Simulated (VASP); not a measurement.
Crystal: Al5Co3Ni2.

```
CELL_PARAMETERS angstrom
2.84383 0.04722 0.01563
0.04722 2.90387 -0.03618
0.08010 -0.18542 14.90639
ATOMIC_POSITIONS crystal
Al 0.50190 0.51470 0.00421
Al 0.53642 0.48323 0.20988
Al 0.47794 0.51329 0.40417
Al 0.45215 0.48238 0.60023
Al 0.51661 0.46974 0.79406
Co 0.00814 0.01998 0.30157
Co 0.00528 0.98531 0.69687
Co 0.99085 0.00385 0.49462
Ni 0.99853 0.00703 0.89709
Ni 0.01217 0.02049 0.09729
```

- Program: VASP 6.6.1
- Task: relaxation of cell and atoms
- Functional: PBE
- Potentials or basis: VASP PAW PBE potentials, release 64 (Al, Co, Ni)
- Cutoff: 600 eV
- k mesh: 8 × 8 × 2
- Occupations: gaussian, width 0.2 eV
- Spin: no spin polarisation

At the start: pressure -4.7 GPa; volume 12.30 Å³/atom.

Question: Where does the relaxation end?

Answer: Over 16 steps the energy falls by 49.9 meV/atom and the volume is 11.83 Å³/atom (-3.9 %); space group P1 (No. 1, to 0.1 Å) before, P4/mmm (No. 123, to 0.1 Å).

Step by step:
| step | energy change (eV) | largest force (eV/Å) | pressure (GPa) | volume (Å³) |
| --- | --- | --- | --- | --- |
| 1 | 0.0000 | 1.0941 | -4.70 | 123.04 |
| 2 | -0.3588 | 0.7591 | 2.70 | 116.69 |
| 3 | -0.3627 | 0.7086 | 3.79 | 115.93 |
| 4 | -0.4606 | 0.2380 | -0.58 | 118.64 |
| 5 | -0.4606 | 0.2428 | -0.45 | 118.56 |
| 6 | -0.4807 | 0.1922 | -0.10 | 118.27 |
| 7 | -0.4852 | 0.1779 | 0.17 | 118.07 |
| 8 | -0.4912 | 0.0992 | -0.11 | 118.24 |
| 9 | -0.4934 | 0.0792 | -0.41 | 118.45 |
| 10 | -0.4951 | 0.0603 | 0.49 | 117.82 |
| 11 | -0.4952 | 0.0608 | 0.36 | 117.91 |
| 12 | -0.4974 | 0.0514 | 0.10 | 118.08 |
| 13 | -0.4978 | 0.0575 | -0.10 | 118.21 |
| 14 | -0.4990 | 0.0365 | 0.04 | 118.12 |
| 15 | -0.4991 | 0.0297 | 0.11 | 118.07 |
| 16 | -0.4994 | 0.0110 | -0.21 | 118.29 |

Final structure:
```cif
data_structure
_symmetry_space_group_name_H-M 'P 1'
_symmetry_Int_Tables_number 1
_cell_length_a 2.8470
_cell_length_b 2.8480
_cell_length_c 14.5891
_cell_angle_alpha 89.994
_cell_angle_beta 90.000
_cell_angle_gamma 90.009
_cell_volume 118.29
loop_
_atom_site_label
_atom_site_type_symbol
_atom_site_fract_x
_atom_site_fract_y
_atom_site_fract_z
_atom_site_occupancy
Al1 Al 0.50021 0.49978 0.99994 1
Al2 Al 0.50000 0.50044 0.20407 1
Al3 Al 0.50011 0.50016 0.40146 1
Al4 Al 0.50008 0.49972 0.59865 1
Al5 Al 0.49944 0.50010 0.79595 1
Co1 Co 0.00007 0.00014 0.30311 1
Co2 Co 0.99995 0.99983 0.69688 1
Co3 Co 0.00013 0.99981 0.49997 1
Ni1 Ni 0.99964 0.99963 0.89709 1
Ni2 Ni 0.00037 0.00040 0.10289 1
```

Caveat: the run has no spin polarisation, though such a crystal can be magnetic.
